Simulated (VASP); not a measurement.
# TePb (Fm-3m) in VASP: a series of runs

The runs below take TePb through single point, with PBE.

Everything below comes from runs of VASP 6.6.1. Logs are shortened: lines on timing, memory, paths and dates and some standing lists are left out, and cuts for length are marked.

**1. The cell of the first run**

Symmetry: Fm-3m, No. 225, cubic system. The conventional cell has a = 6.239 Å, b = 6.239 Å, c = 6.239 Å, α = 90.00°, β = 90.00°, γ = 90.00°. Te (site symmetry m-3m) has 6 Pb at 3.12 Å within 4.1 Å. Within 4.1 Å of Pb (site symmetry m-3m) lie 6 Te at 3.12 Å.

**2. Single point, PBE**

Contents of INCAR:

```
SYSTEM = TePb
PREC     = Accurate       ! precision mode
ENCUT    = 520            ! plane-wave cutoff, eV
EDIFF    = 1E-7           ! SCF threshold, eV
ISMEAR   = 0              ! smearing method
SIGMA    = 0.01           ! smearing width, eV
LREAL    = .FALSE.        ! projectors in reciprocal space
LASPH    = .TRUE.         ! aspherical terms in the spheres
NELM     = 100            ! most SCF steps
ALGO     = Normal         ! electronic algorithm
ISIF     = 2              ! what is computed and relaxed
LWAVE    = .FALSE.        ! write WAVECAR
LCHARG   = .TRUE.         ! write CHGCAR
GGA      = PE             ! functional
LELF     = .TRUE.         ! ELF
LVHAR    = .TRUE.       
NBANDS   = 17             ! bands
```

Contents of KPOINTS:

```
Automatic mesh
0
G
  5 5 5
  0 0 0
```

Contents of POSCAR:

```
TePb
1.0
    0.0000000000      3.1194962017      3.1194962017
    3.1194962017      0.0000000000      3.1194962017
    3.1194962017      3.1194962017      0.0000000000
Te Pb
1 1
Direct
    0.5000000000      0.5000000000      0.5000000000
    0.0000000000      0.0000000000      0.0000000000
```

Potentials or basis: VASP PAW PBE potentials, release 64 (Te, Pb_d).

Started as:

```sh
$ cat potpaw_PBE.64/Te/POTCAR potpaw_PBE.64/Pb_d/POTCAR > POTCAR
$ mpirun -np 1 vasp_std > vasp.out
```

OUTCAR:

```text
SYSTEM = TePb
   PREC = Accurate
   ENCUT = 520
   EDIFF = 1E-7
   ISMEAR = 0
   LREAL = .FALSE.
   LASPH = .TRUE.
   NELM = 100
   ISIF = 2
   GGA = PE

 ion  position               nearest neighbor table
   1  0.500  0.500  0.500-   2 3.12   2 3.12   2 3.12   2 3.12   2 3.12   2 3.12
   2  0.000  0.000  0.000-   1 3.12   1 3.12   1 3.12   1 3.12   1 3.12   1 3.12

  LATTYP: Found a face centered cubic cell.
 ALAT       =     6.2389924034

  Lattice vectors:

 A1 = (   0.0000000000,   3.1194962017,   3.1194962017)
 A2 = (   3.1194962017,   0.0000000000,   3.1194962017)
 A3 = (   3.1194962017,   3.1194962017,   0.0000000000)

Analysis of symmetry for initial positions (statically):
=====================================================================
 Subroutine PRICEL returns:
 Original cell was already a primitive cell.

 Routine SETGRP: Setting up the symmetry group for a
 face centered cubic supercell.

 Subroutine GETGRP returns: Found 48 space group operations
 (whereof 48 operations were pure point group operations)
 out of a pool of 48 trial point group operations.

The static configuration has the point symmetry O_h .

Analysis of symmetry for dynamics (positions and initial velocities):
=====================================================================
 Subroutine PRICEL returns:
 Original cell was already a primitive cell.

 Routine SETGRP: Setting up the symmetry group for a
 face centered cubic supercell.

 Subroutine GETGRP returns: Found 48 space group operations
 (whereof 48 operations were pure point group operations)
 out of a pool of 48 trial point group operations.

The dynamic configuration has the point symmetry O_h .

 Subroutine INISYM returns: Found 48 space group operations
 (whereof 48 operations are pure point group operations),
 and found     1 'primitive' translations

----------------------------------------------------------------------------------------

                                     Primitive cell

  volume of cell :      60.7132

  direct lattice vectors                    reciprocal lattice vectors
     0.000000000  3.119496202  3.119496202    -0.160282292  0.160282292  0.160282292
     3.119496202  0.000000000  3.119496202     0.160282292 -0.160282292  0.160282292
     3.119496202  3.119496202  0.000000000     0.160282292  0.160282292 -0.160282292

  length of vectors
     4.411633836  4.411633836  4.411633836     0.277617073  0.277617073  0.277617073

  position of ions in fractional coordinates (direct lattice)
[... 64 lines left out ...]
   EDIFF  = 0.1E-06   stopping-criterion for ELM
   LREAL  =      F    real-space projection
   EDIFFG = 0.1E-05   stopping-criterion for IOM
   NSW    =      0    number of steps for IOM
   IBRION =     -1    ionic relax: 0-MD 1-quasi-New 2-CG
   NFREE  =      0    steps in history (QN), initial steepest desc. (CG)
   ISIF   =      2    stress and relaxation
   ISYM   =      2    0-nonsym 1-usesym 2-fastsym
   POTIM  = 0.5000    time-step for ionic-motion
   TEBEG  =    0.0;   TEEND  =   0.0 temperature during run
   PSTRESS=    0.0 pullay stress
   NELECT =      20.0000    total number of electrons
   NUPDOWN=      -1.0000    fix difference up-down
   EMIN   =  10.00;   EMAX   =-10.00  energy-range for DOS
   EFERMI =   0.00;   METHOD = LEGACY
   ISMEAR =     0;   SIGMA  =   0.01  broadening in eV -4-tet -1-fermi 0-gaus
   EFERMI_NEDOS =   21; number of points for ismear=-14 and -15
   IALGO  =     38    algorithm
   IMIX   =      4    mixing-type and parameters
     AMIX     =   0.40;   BMIX     =  1.00
     AMIX_MAG =   1.60;   BMIX_MAG =  1.00
  volume/ion in A,a.u.               =      30.36       204.86
  Fermi-wavevector in a.u.,A,eV,Ry     =   1.130638  2.136597 17.392913  1.278343
  Thomas-Fermi vector in A             =   2.267335
   LORBIT       =      0    0 simple, 1 ext, 2 COOP (PROOUT), +10 PAW based schemes
   GGA     = PE    functional components
   LHFCALC =     F    Hartree Fock is set to
   AEXX    =    0.0000 exact exchange contribution
   IVDW    =     0    specifies the selected vdW correction
   LEPSILON=     F    determine dielectric tensor
   LRPA    =     F    only Hartree local field effects (RPA)
 non-spin polarized calculation
 Gauss-broadening in eV      SIGMA  =   0.01
  energy-cutoff  :      520.00
  volume of cell :       60.71
 maximum number of plane-waves:      1642
 NGX is ok and might be reduce to    36
   NGX = 17   NGY = 17   NGZ = 17

 number of electron      20.0000001 magnetization

 Free energy of the ion-electron system (eV)
  ---------------------------------------------------
  ext. energy  EPLUGINS =         0.00000000
  ---------------------------------------------------
  free energy    TOTEN  =        -7.29175995 eV

  energy without entropy =       -7.29175995  energy(sigma->0) =       -7.29175995

 E-fermi :   6.9832     XC(G=0):  -9.7870

 val. band max:        6.8709016848   @ k =   0.4000   0.0000   0.0000
 cond. band min:       7.9563405773   @ k =   0.4000   0.0000   0.0000
 fundamental gap:      1.0854388924
 Fermi energy:         6.9832192259

 k-point     1 :       0.0000    0.0000    0.0000
  band No.  band energies     occupation
      1      -9.8754      2.00000
      2      -9.8754      2.00000
      3      -9.8563      2.00000
      4      -9.8563      2.00000
      5      -9.8563      2.00000
      6      -5.8977      2.00000
[... 177 lines left out ...]
      4      -9.8364      2.00000
      5      -9.8206      2.00000
      6      -3.8267      2.00000
[... 9 lines left out ...]
     16      17.2276      0.00000
     17      17.3960      0.00000

------------------------ aborting loop because EDIFF is reached ----------------------------------------

  FORCE on cell =-STRESS in cart. coord.  units (eV):
  Direction    XX          YY          ZZ          XY          YZ          ZX
  --------------------------------------------------------------------------------------
  -------------------------------------------------------------------------------------
  Total        3.1855335      3.1855335      3.1855335      0.0000000      0.0000000     -0.0000000
  in kB       84.0638695     84.0638695     84.0638695      0.0000000      0.0000000     -0.0000000
  external PRESSURE =      84.0638695 kB  Pullay stress =       0.0000000 kB

 VOLUME and BASIS-vectors are now :
 -----------------------------------------------------------------------------
  energy-cutoff  :      520.00
  volume of cell :       60.71
      direct lattice vectors                 reciprocal lattice vectors
     0.000000000  3.119496202  3.119496202    -0.160282292  0.160282292  0.160282292
     3.119496202  0.000000000  3.119496202     0.160282292 -0.160282292  0.160282292
     3.119496202  3.119496202  0.000000000     0.160282292  0.160282292 -0.160282292

 POSITION                                       TOTAL-FORCE (eV/Angst)
 -----------------------------------------------------------------------------------
      3.11950      3.11950      3.11950        -0.000000      0.000000      0.000000
      0.00000      0.00000      0.00000         0.000000     -0.000000      0.000000
 -----------------------------------------------------------------------------------
    total drift:                               -0.000000      0.000000      0.000000

  FREE ENERGIE OF THE ION-ELECTRON SYSTEM (eV)
  ---------------------------------------------------
  free  energy   TOTEN  =        -7.2917599479 eV

  energy  without entropy=       -7.2917599479  energy(sigma->0) =       -7.29175995
```

OSZICAR:

```text
N       E                     dE             d eps       ncg     rms          rms(c)
DAV:   1     0.150418697232E+03    0.15042E+03   -0.94266E+03   340   0.116E+03
DAV:   2     0.280740341401E+01   -0.14761E+03   -0.14255E+03   373   0.296E+02
DAV:   3    -0.709638202835E+01   -0.99038E+01   -0.98633E+01   424   0.830E+01
DAV:   4    -0.736569237592E+01   -0.26931E+00   -0.26919E+00   431   0.148E+01
DAV:   5    -0.737646277871E+01   -0.10770E-01   -0.10770E-01   461   0.288E+00    0.456E+00
DAV:   6    -0.729407841101E+01    0.82384E-01   -0.17104E-01   497   0.325E+00    0.283E+00
DAV:   7    -0.729115403653E+01    0.29244E-02   -0.72303E-02   458   0.145E+00    0.907E-01
DAV:   8    -0.729167029312E+01   -0.51626E-03   -0.87168E-03   433   0.932E-01    0.180E-01
DAV:   9    -0.729173814552E+01   -0.67852E-04   -0.58472E-04   481   0.288E-01    0.484E-02
DAV:  10    -0.729175525066E+01   -0.17105E-04   -0.83662E-05   435   0.811E-02    0.149E-02
DAV:  11    -0.729176071156E+01   -0.54609E-05   -0.24721E-05   409   0.450E-02    0.187E-02
DAV:  12    -0.729176044868E+01    0.26288E-06   -0.12702E-06   414   0.749E-03    0.138E-02
DAV:  13    -0.729175975907E+01    0.68961E-06   -0.63267E-07   438   0.630E-03    0.442E-03
DAV:  14    -0.729175988891E+01   -0.12984E-06   -0.44469E-07   420   0.694E-03    0.228E-03
DAV:  15    -0.729175994790E+01   -0.58992E-07   -0.46020E-08   181   0.153E-03
   1 F= -.72917599E+01 E0= -.72917599E+01  d E =-.589328E-58
```

Wall time 19 s (1 thread of AMD EPYC 7R13 (Zen 3), shared host); peak memory 0.17 GiB.

What came out:

| Quantity | Value |
| --- | --- |
| Free energy | -7.2918 eV |
| Pressure | 8.4 GPa |

Caveat: this odd mesh misses L, where the gap lies, so gap, dielectric constants and Born charges aren't listed; spin-orbit coupling is left out, which moves the levels of the heavy elements.

**3. Single point, PBE**

This run uses another cell than the first one, of 31.20 Å³/atom, 1.028 times its volume.

Contents of INCAR:

```
SYSTEM = TePb
ALGO = Normal
EDIFF = 1E-6
ENCUT = 520
GGA = PE
ISIF = 2
ISMEAR = 0
LASPH = .True.
LCHARG = .False.
LREAL = .False.
LWAVE = .False.
NBANDS = 17
NELM = 100
PREC = Accurate
SIGMA = 0.01
```

Contents of KPOINTS:

```
k-points
0
Gamma
  5 5 5
  0 0 0
```

Contents of POSCAR:

```
TePb
1.0
    0.0000000000      3.1481170316      3.1481170316
    3.1481170316      0.0000000000      3.1481170316
    3.1481170316      3.1481170316      0.0000000000
Te Pb
1 1
Direct
    0.5000000000      0.5000000000      0.5000000000
    0.0000000000      0.0000000000      0.0000000000
```

Potentials or basis: VASP PAW PBE potentials, release 64 (Te, Pb_d).

Started as:

```sh
$ cat potpaw_PBE.64/Te/POTCAR potpaw_PBE.64/Pb_d/POTCAR > POTCAR
$ mpirun -np 1 vasp_std > vasp.out
```

Run time: 14 s. Hardware: 1 thread of AMD EPYC 7R13 (Zen 3), shared host; peak memory 0.17 GiB.

The run converged. Its results:

```
Free energy : -7.3704 eV
Pressure    : 6.5 GPa
```

Levels at points of the mesh, in eV from the Fermi level:
```
           k point  band 8  band 9  band 10  band 11  band 12  band 13
(0.00, 0.00, 0.00)   -1.57   -1.57    -1.57     4.24     4.24     4.24
```

Caveat: this odd mesh misses L, where the gap lies, so gap, dielectric constants and Born charges aren't listed; spin-orbit coupling is left out, which moves the levels of the heavy elements.

**4. Single point, PBE**

This run uses another cell than the first one, of 32.04 Å³/atom, 1.056 times its volume.

Contents of INCAR:

```
SYSTEM = TePb
ALGO = Normal
EDIFF = 1E-7
ENCUT = 520
GGA = PE
ISIF = 2
ISMEAR = 0
LASPH = .True.
LCHARG = .True.
LELF = .True.
LREAL = .False.
LVHAR = .True.
LWAVE = .False.
NBANDS = 17
NELM = 60
PREC = Accurate
SIGMA = 0.01
```

KPOINTS is that of step 3.

Contents of POSCAR:

```
TePb
1.0
    0.0000000000      3.1762267067      3.1762267067
    3.1762267067      0.0000000000      3.1762267067
    3.1762267067      3.1762267067      0.0000000000
Te Pb
1 1
Direct
    0.5000000000      0.5000000000      0.5000000000
    0.0000000000      0.0000000000      0.0000000000
```

Started as:

```sh
$ cat potpaw_PBE.64/Te/POTCAR potpaw_PBE.64/Pb_d/POTCAR > POTCAR
$ mpirun -np 1 vasp_std > vasp.out
```

Run time: 18 s. Hardware: 1 thread of AMD EPYC 7R13 (Zen 3), shared host; peak memory 0.17 GiB.

It converged, with:

```yaml
Free_energy: -7.4303 eV
Pressure: 4.8 GPa
```

Levels at points of the mesh, in eV from the Fermi level:
```csv
k point,band 7,band 8,band 9,band 10,band 11,band 12,band 13,band 14
"(0.00, 0.00, 0.00)",-5.36,-1.45,-1.45,-1.45,4.23,4.23,4.23,5.77
```

Caveat: this odd mesh misses L, where the gap lies, so gap, dielectric constants and Born charges aren't listed; spin-orbit coupling is left out, which moves the levels of the heavy elements.

[end of part 1 of 2]
